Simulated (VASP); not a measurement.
# BeS (I-4m2) in VASP: further runs, part 2 of 2

VASP 6.6.1. Earlier steps stand in the parts before.

## Step 4: Single point, PBEsol (15.17 Å³/atom)

This run uses another cell than the first one, of 15.17 Å³/atom.

Contents of INCAR:

```
SYSTEM = BeS
  ALGO = Normal
  EDIFF = 1E-7
  ENCUT = 520
  GGA = PS
  ISIF = 2
  ISMEAR = 0
  LASPH = .True.
  LCHARG = .True.
  LELF = .True.
  LREAL = .False.
  LVHAR = .True.
  LWAVE = .False.
  NBANDS = 11
  NELM = 60
  PREC = Accurate
  SIGMA = 0.05
```

Contents of KPOINTS:

```
k-points
0
Gamma
  10 10 10
  0 0 0
```

Contents of POSCAR:

```
BeS
1.0
    0.0000000000      2.3975184632      2.5157591429
    2.5157591429      0.0000000000      2.5157591429
    2.5157591429      2.3975184632      0.0000000000
Be S
1 1
Direct
    0.0000000000      0.0000000000      0.0000000000
    0.7500000000      0.7500000000      0.7500000000
```

Potentials or basis: VASP PAW PBE potentials, release 64 (Be, S).

On the command line:

```console
> cat potpaw_PBE.64/Be/POTCAR potpaw_PBE.64/S/POTCAR > POTCAR
> mpirun -np 1 vasp_std > vasp.out
```

OUTCAR:

```text
SYSTEM = BeS
   EDIFF = 1E-7
   ENCUT = 520
   GGA = PS
   ISIF = 2
   ISMEAR = 0
   LASPH = .True.
   LREAL = .False.
   NELM = 60
   PREC = Accurate

 ion  position               nearest neighbor table
   1  0.000  0.000  0.000-   2 2.15   2 2.15   2 2.15   2 2.15
   2  0.750  0.750  0.750-   1 2.15   1 2.15   1 2.15   1 2.15

  LATTYP: Found a body centered tetragonal cell.
 ALAT       =     3.5578206996
 C/A-ratio  =     1.3477455250

  Lattice vectors:

 A1 = (   0.0000000000,  -2.3975184632,   2.5157591429)
 A2 = (   0.0000000000,  -2.3975184632,  -2.5157591429)
 A3 = (   2.5157591429,   2.3975184632,   0.0000000000)

Analysis of symmetry for initial positions (statically):
=====================================================================
 Subroutine PRICEL returns:
 Original cell was already a primitive cell.

 Routine SETGRP: Setting up the symmetry group for a
 body centered tetragonal supercell.

 Subroutine GETGRP returns: Found  8 space group operations
 (whereof  8 operations were pure point group operations)
 out of a pool of 16 trial point group operations.

The static configuration has the point symmetry D_2d.
[... 172 lines left out ...]
      2       3.4504      2.00000
      3       3.4504      2.00000
      4       3.6712      2.00000
      5       8.7130      0.00000
      6       9.1252      0.00000
      7       9.1913      0.00000
      8       9.1913      0.00000
      9      15.6846      0.00000
     10      16.6201      0.00000
     11      17.7336      0.00000
[... 309 lines left out ...]
 k-point    24 :       0.4000    0.3000    0.0000
  band No.  band energies     occupation
      1      -8.3697      2.00000
      2      -0.5185      2.00000
      3       1.2996      2.00000
      4       1.6064      2.00000
      5       7.6060      0.00000
      6       9.3940      0.00000
      7      12.9260      0.00000
      8      13.7725      0.00000
      9      16.3063      0.00000
     10      18.5176      0.00000
     11      19.6810      0.00000

 [... further k-points ...]

------------------------ aborting loop because EDIFF is reached ----------------------------------------

  FORCE on cell =-STRESS in cart. coord.  units (eV):
  Direction    XX          YY          ZZ          XY          YZ          ZX
  --------------------------------------------------------------------------------------
  -------------------------------------------------------------------------------------
  Total       -1.3558351     -0.5952837     -1.3558351      0.0000000     -0.0000000      0.0000000
  in kB      -71.5792889    -31.4271129    -71.5792889      0.0000000     -0.0000000      0.0000000
  external PRESSURE =     -58.1952303 kB  Pullay stress =       0.0000000 kB

 VOLUME and BASIS-vectors are now :
 -----------------------------------------------------------------------------
  energy-cutoff  :      520.00
  volume of cell :       30.35
      direct lattice vectors                 reciprocal lattice vectors
     0.000000000  2.397518463  2.515759143    -0.198747166  0.208548967  0.198747166
     2.515759143  0.000000000  2.515759143     0.198747166 -0.208548967  0.198747166
     2.515759143  2.397518463  0.000000000     0.198747166  0.208548967 -0.198747166

 POSITION                                       TOTAL-FORCE (eV/Angst)
 -----------------------------------------------------------------------------------
      0.00000      0.00000      0.00000         0.000000      0.000000      0.000000
      3.77364      3.59628      3.77364        -0.000000     -0.000000     -0.000000
 -----------------------------------------------------------------------------------
    total drift:                                0.000000      0.000000      0.000000

  FREE ENERGIE OF THE ION-ELECTRON SYSTEM (eV)
  ---------------------------------------------------
  free  energy   TOTEN  =       -10.5142785421 eV

  energy  without entropy=      -10.5142785421  energy(sigma->0) =      -10.51427854
```

OSZICAR:

```text
N       E                     dE             d eps       ncg     rms          rms(c)
DAV:   1     0.185457286693E+02    0.18546E+02   -0.37553E+03  2260   0.615E+02
DAV:   2    -0.946961956504E+01   -0.28015E+02   -0.26636E+02  3036   0.113E+02
DAV:   3    -0.106642456251E+02   -0.11946E+01   -0.11924E+01  2888   0.230E+01
DAV:   4    -0.106717682236E+02   -0.75226E-02   -0.75214E-02  2737   0.214E+00
DAV:   5    -0.106718349825E+02   -0.66759E-04   -0.66758E-04  2987   0.196E-01    0.488E+00
DAV:   6    -0.105514789282E+02    0.12036E+00   -0.12073E-01  2557   0.152E+00    0.325E+00
DAV:   7    -0.105140596223E+02    0.37419E-01   -0.86720E-02  2684   0.144E+00    0.881E-01
DAV:   8    -0.105142120651E+02   -0.15244E-03   -0.55116E-03  2989   0.364E-01    0.105E-01
DAV:   9    -0.105142526384E+02   -0.40573E-04   -0.33068E-04  2742   0.117E-01    0.276E-02
DAV:  10    -0.105142771741E+02   -0.24536E-04   -0.37400E-05  2684   0.359E-02    0.104E-02
DAV:  11    -0.105142782809E+02   -0.11068E-05   -0.61936E-06  2861   0.123E-02    0.669E-03
DAV:  12    -0.105142784852E+02   -0.20434E-06   -0.19737E-07  2759   0.307E-03    0.517E-04
DAV:  13    -0.105142785421E+02   -0.56936E-07   -0.28767E-08  1456   0.881E-04
   1 F= -.10514279E+02 E0= -.10514279E+02  d E =-.554280E-14
```

stdout:

```text
POSCAR found type information on POSCAR BeS
 POSCAR found :  2 types and       2 ions
 scaLAPACK will be used
 -----------------------------------------------------------------------------
|                                                                             |
|                                                                             |
|     You enforced a specific xc type in the INCAR file but a different       |
|     I HOPE YOU KNOW WHAT YOU ARE DOING!                                     |
|                                                                             |
 -----------------------------------------------------------------------------

 LDA part: xc-table for (Slater+PW92), standard interpolation
 POSCAR, INCAR and KPOINTS ok, starting setup
 FFT: planning ... GRIDC
 FFT: planning ... GRID_SOFT
 FFT: planning ... GRID
 WAVECAR not read
 entering main loop
```

Run time: 98 s. Hardware: 1 thread of Intel Xeon 8259CL, shared host; peak memory 0.17 GiB.

What came out:

```yaml
Free_energy: -10.5143 eV
Pressure: -5.8 GPa
Band_gap_on_the_k_mesh: 2.70 eV (least direct gap 5.04 eV)
```

Stress tensor (GPa, compression positive):
```
-7.16  0.00  0.00
 0.00 -3.14  0.00
 0.00  0.00 -7.16
```

Levels at points of the mesh, in eV from the valence-band top:
```csv
k point,band 1,band 2,band 3,band 4,band 5,band 6,band 7,band 8,band 9
"(0.00, 0.00, 0.00)",-13.46,-0.22,-0.22,0.00,5.04,5.45,5.52,5.52,12.01
"(0.50, 0.00, 0.00)",-11.99,-5.62,-1.30,-0.91,4.90,6.14,6.65,10.55,13.95
"(0.50, 0.50, 0.00)",-11.56,-5.01,-2.52,-2.45,3.03,4.87,11.94,12.03,14.21
"(0.50, 0.00, 0.50)",-11.37,-4.69,-2.84,-2.84,2.70,4.41,12.10,12.10,14.82
```

Caveat: the cell stands under tension; the PAW data sets were made with another functional, which shifts forces and pressure a little.

## Step 5: Single point, PBEsol (15.17 Å³/atom)

This run uses another cell than the first one, of 15.17 Å³/atom.

Contents of INCAR:

```
ALGO = Normal
EDIFF = 1E-7
ENCUT = 520
GGA = PS
ISIF = 2
ISMEAR = 0
LASPH = T
LCHARG = T
LELF = T
LREAL = F
LVHAR = T
LWAVE = F
NBANDS = 11
NELM = 100
PREC = Accurate
SIGMA = 0.05
```

Contents of KPOINTS:

```
k-points
0
Gamma
  10 10 10
```

Contents of POSCAR:

```
BeS
1.0
    0.0000000000      2.3469355345      2.5427253895
    2.5427253895      0.0000000000      2.5427253895
    2.5427253895      2.3469355345      0.0000000000
Be S
1 1
Direct
    0.0000000000      0.0000000000      0.0000000000
    0.7500000000      0.7500000000      0.7500000000
```

Potentials or basis: VASP PAW PBE potentials, release 64 (Be, S).

On the command line:

```console
> cat potpaw_PBE.64/Be/POTCAR potpaw_PBE.64/S/POTCAR > POTCAR
> mpirun -np 1 vasp_std > vasp.out
```

OUTCAR:

```text
EDIFF = 1E-7
   ENCUT = 520
   GGA = PS
   ISIF = 2
   ISMEAR = 0
   LASPH = T
   LREAL = F
   NELM = 100
   PREC = Accurate

 ion  position               nearest neighbor table
   1  0.000  0.000  0.000-   2 2.15   2 2.15   2 2.15   2 2.15
   2  0.750  0.750  0.750-   1 2.15   1 2.15   1 2.15   1 2.15

  LATTYP: Found a body centered tetragonal cell.
 ALAT       =     3.5959567312
 C/A-ratio  =     1.3053191181

  Lattice vectors:

 A1 = (   0.0000000000,  -2.3469355345,   2.5427253895)
[... 514 lines left out ...]
      6       9.4944      0.00000
      7      12.6545      0.00000
      8      13.9719      0.00000
      9      16.1530      0.00000
     10      18.2807      0.00000
     11      19.7296      0.00000

 [... further k-points ...]
[... 5 lines left out ...]
  --------------------------------------------------------------------------------------
  -------------------------------------------------------------------------------------
  Total       -1.5115959     -0.3154850     -1.5115959      0.0000000      0.0000000      0.0000000
  in kB      -79.8024499    -16.6555568    -79.8024499      0.0000000      0.0000000      0.0000000
  external PRESSURE =     -58.7534855 kB  Pullay stress =       0.0000000 kB

 VOLUME and BASIS-vectors are now :
 -----------------------------------------------------------------------------
  energy-cutoff  :      520.00
  volume of cell :       30.35
      direct lattice vectors                 reciprocal lattice vectors
     0.000000000  2.346935535  2.542725390    -0.196639402  0.213043772  0.196639402
     2.542725390  0.000000000  2.542725390     0.196639402 -0.213043772  0.196639402
     2.542725390  2.346935535  0.000000000     0.196639402  0.213043772 -0.196639402

 POSITION                                       TOTAL-FORCE (eV/Angst)
 -----------------------------------------------------------------------------------
      0.00000      0.00000      0.00000         0.000000     -0.000000      0.000000
      3.81409      3.52040      3.81409         0.000000      0.000000     -0.000000
 -----------------------------------------------------------------------------------
    total drift:                                0.000000     -0.000000      0.000000

  FREE ENERGIE OF THE ION-ELECTRON SYSTEM (eV)
  ---------------------------------------------------
  free  energy   TOTEN  =       -10.4933185871 eV

  energy  without entropy=      -10.4933185871  energy(sigma->0) =      -10.49331859
```

OSZICAR:

```text
N       E                     dE             d eps       ncg     rms          rms(c)
DAV:   1     0.197646873326E+02    0.19765E+02   -0.38687E+03  2244   0.628E+02
DAV:   2    -0.937699077187E+01   -0.29142E+02   -0.27630E+02  2929   0.111E+02
DAV:   3    -0.106422366155E+02   -0.12652E+01   -0.12625E+01  2920   0.238E+01
DAV:   4    -0.106501740465E+02   -0.79374E-02   -0.79362E-02  2753   0.220E+00
DAV:   5    -0.106502418402E+02   -0.67794E-04   -0.67793E-04  3003   0.199E-01    0.489E+00
DAV:   6    -0.105300405366E+02    0.12020E+00   -0.12279E-01  2581   0.153E+00    0.325E+00
DAV:   7    -0.104931346397E+02    0.36906E-01   -0.85912E-02  2658   0.143E+00    0.896E-01
DAV:   8    -0.104932570395E+02   -0.12240E-03   -0.55648E-03  2990   0.365E-01    0.103E-01
DAV:   9    -0.104932926386E+02   -0.35599E-04   -0.32963E-04  2712   0.117E-01    0.275E-02
DAV:  10    -0.104933174624E+02   -0.24824E-04   -0.37513E-05  2705   0.364E-02    0.109E-02
DAV:  11    -0.104933183268E+02   -0.86444E-06   -0.59822E-06  2826   0.121E-02    0.696E-03
DAV:  12    -0.104933185345E+02   -0.20768E-06   -0.19610E-07  2769   0.306E-03    0.463E-04
DAV:  13    -0.104933185871E+02   -0.52592E-07   -0.26381E-08  1463   0.847E-04
   1 F= -.10493319E+02 E0= -.10493319E+02  d E =-.151124E-17
```

stdout:

```text
POSCAR found type information on POSCAR BeS
 POSCAR found :  2 types and       2 ions
 scaLAPACK will be used
 -----------------------------------------------------------------------------
|                                                                             |
|                                                                             |
|     You enforced a specific xc type in the INCAR file but a different       |
|     I HOPE YOU KNOW WHAT YOU ARE DOING!                                     |
|                                                                             |
 -----------------------------------------------------------------------------

 LDA part: xc-table for (Slater+PW92), standard interpolation
 POSCAR, INCAR and KPOINTS ok, starting setup
 FFT: planning ... GRIDC
 FFT: planning ... GRID_SOFT
 FFT: planning ... GRID
 WAVECAR not read
 entering main loop
```

Wall time 2 min (1 thread of Intel Xeon 8259CL, shared host); peak memory 0.17 GiB.

What came out:

```
Free energy            : -10.4933 eV
Pressure               : -5.9 GPa
Band gap on the k mesh : 2.49 eV (least direct gap 4.94 eV)
```

Stress tensor (GPa, compression positive):
```
-7.98  0.00  0.00
 0.00 -1.67  0.00
 0.00  0.00 -7.98
```

Caveat: the cell stands under tension; the PAW data sets were made with another functional, which shifts forces and pressure a little. A hybrid or GW would open this gap; PBEsol tends to underestimate it.

## Step 6: Single point, PBEsol (15.17 Å³/atom)

This run uses another cell than the first one, of 15.17 Å³/atom.

Contents of INCAR:

```
  ALGO = Normal
  EDIFF = 1E-6
  ENCUT = 520
  GGA = PS
  ISIF = 2
  ISMEAR = 0
  LASPH = T
  LCHARG = F
  LREAL = F
  LWAVE = F
  NBANDS = 11
  NELM = 100
  PREC = Accurate
  SIGMA = 0.05
```

KPOINTS is that of step 5.

Contents of POSCAR:

```
BeS
1.0
    0.0000000000      2.6116760334      2.4104070451
    2.4104070451      0.0000000000      2.4104070451
    2.4104070451      2.6116760334      0.0000000000
Be S
1 1
Direct
    0.0000000000      0.0000000000      0.0000000000
    0.7500000000      0.7500000000      0.7500000000
```

Potentials or basis: VASP PAW PBE potentials, release 64 (Be, S).

On the command line:

```console
> cat potpaw_PBE.64/Be/POTCAR potpaw_PBE.64/S/POTCAR > POTCAR
> mpirun -np 1 vasp_std > vasp.out
```

OUTCAR:

```text
EDIFF = 1E-6
   ENCUT = 520
   GGA = PS
   ISIF = 2
   ISMEAR = 0
   LASPH = T
   LREAL = F
   NELM = 100
   PREC = Accurate

 ion  position               nearest neighbor table
   1  0.000  0.000  0.000-   2 2.15   2 2.15   2 2.15   2 2.15
   2  0.750  0.750  0.750-   1 2.15   1 2.15   1 2.15   1 2.15

  LATTYP: Found a body centered tetragonal cell.
 ALAT       =     3.4088303340
 C/A-ratio  =     1.5323003949

  Lattice vectors:

 A1 = (   0.0000000000,  -2.6116760334,   2.4104070451)
 A2 = (   0.0000000000,  -2.6116760334,  -2.4104070451)
 A3 = (   2.4104070451,   2.6116760334,   0.0000000000)

Analysis of symmetry for initial positions (statically):
=====================================================================
 Subroutine PRICEL returns:
 Original cell was already a primitive cell.

 Routine SETGRP: Setting up the symmetry group for a
 body centered tetragonal supercell.

 Subroutine GETGRP returns: Found  8 space group operations
 (whereof  8 operations were pure point group operations)
 out of a pool of 16 trial point group operations.

The static configuration has the point symmetry D_2d.

Analysis of symmetry for dynamics (positions and initial velocities):
[... 165 lines left out ...]

 k-point     1 :       0.0000    0.0000    0.0000
  band No.  band energies     occupation
      1      -9.7809      2.00000
      2       3.2178      2.00000
      3       3.6865      2.00000
      4       3.6865      2.00000
      5       8.6862      0.00000
      6       9.1646      0.00000
      7       9.1646      0.00000
      8       9.2762      0.00000
      9      15.2004      0.00000
     10      17.0741      0.00000
     11      17.7544      0.00000
[... 309 lines left out ...]
 k-point    24 :       0.4000    0.3000   -0.0000
  band No.  band energies     occupation
      1      -8.2340      2.00000
      2      -0.3471      2.00000
      3       1.1579      2.00000
      4       1.3513      2.00000
      5       7.3693      0.00000
      6       9.1003      0.00000
      7      12.5910      0.00000
      8      14.1051      0.00000
      9      16.5554      0.00000
     10      18.2170      0.00000
     11      20.0528      0.00000

 [... further k-points ...]
[... 5 lines left out ...]
  --------------------------------------------------------------------------------------
  -------------------------------------------------------------------------------------
  Total       -0.5855804     -2.1453370     -0.5855804      0.0000000     -0.0000000      0.0000000
  in kB      -30.9148451   -113.2598625    -30.9148451      0.0000000     -0.0000000      0.0000000
  external PRESSURE =     -58.3631843 kB  Pullay stress =       0.0000000 kB

 VOLUME and BASIS-vectors are now :
 -----------------------------------------------------------------------------
  energy-cutoff  :      520.00
  volume of cell :       30.35
      direct lattice vectors                 reciprocal lattice vectors
     0.000000000  2.611676033  2.410407045    -0.207433844  0.191447941  0.207433844
     2.410407045  0.000000000  2.410407045     0.207433844 -0.191447941  0.207433844
     2.410407045  2.611676033  0.000000000     0.207433844  0.191447941 -0.207433844

 POSITION                                       TOTAL-FORCE (eV/Angst)
 -----------------------------------------------------------------------------------
      0.00000      0.00000      0.00000        -0.000000     -0.000000     -0.000000
      3.61561      3.91751      3.61561         0.000000      0.000000      0.000000
 -----------------------------------------------------------------------------------
    total drift:                               -0.000000      0.000000     -0.000000

  FREE ENERGIE OF THE ION-ELECTRON SYSTEM (eV)
  ---------------------------------------------------
  free  energy   TOTEN  =       -10.4867719926 eV

  energy  without entropy=      -10.4867719926  energy(sigma->0) =      -10.48677199
```

It took 78 s on 1 thread of Intel Xeon 8259CL, shared host; peak memory 0.17 GiB.

Results:

```
Free energy            : -10.4868 eV
Pressure               : -5.8 GPa
Band gap on the k mesh : 2.73 eV (least direct gap 5.00 eV)
```

Caveat: the cell stands under tension; the PAW data sets were made with another functional, which shifts forces and pressure a little.

## Step 7: The runs side by side

```tsv
cell	gap on the mesh (eV)	pressure (GPa)
a = 3.434, b = 3.569 Å, angles 58.7, 62.6, 58.7°, 2 atoms	2.43	-4.1
a = 3.441, b = 3.550 Å, angles 59.0, 62.1, 59.0°, 2 atoms	2.53	-4.1
a = 3.475, b = 3.558 Å, angles 59.2, 61.6, 59.2°, 2 atoms	2.70	-5.8
a = 3.460, b = 3.596 Å, angles 58.7, 62.6, 58.7°, 2 atoms	2.49	-5.9
a = 3.554, b = 3.409 Å, angles 61.3, 57.3, 61.3°, 2 atoms	2.73	-5.8
```

Alike in all rows: task single point; level PBEsol; potentials or basis VASP PAW PBE potentials, release 64 (Be, S); no spin polarisation; k mesh 10 × 10 × 10; cutoff (eV) 520; smearing gaussian 0.05 eV.

Caveats: the cell stands under tension; the PAW data sets were made with another functional, which shifts forces and pressure a little.

Total energies depend on the potentials used, so only differences within one code and one set of settings carry meaning.
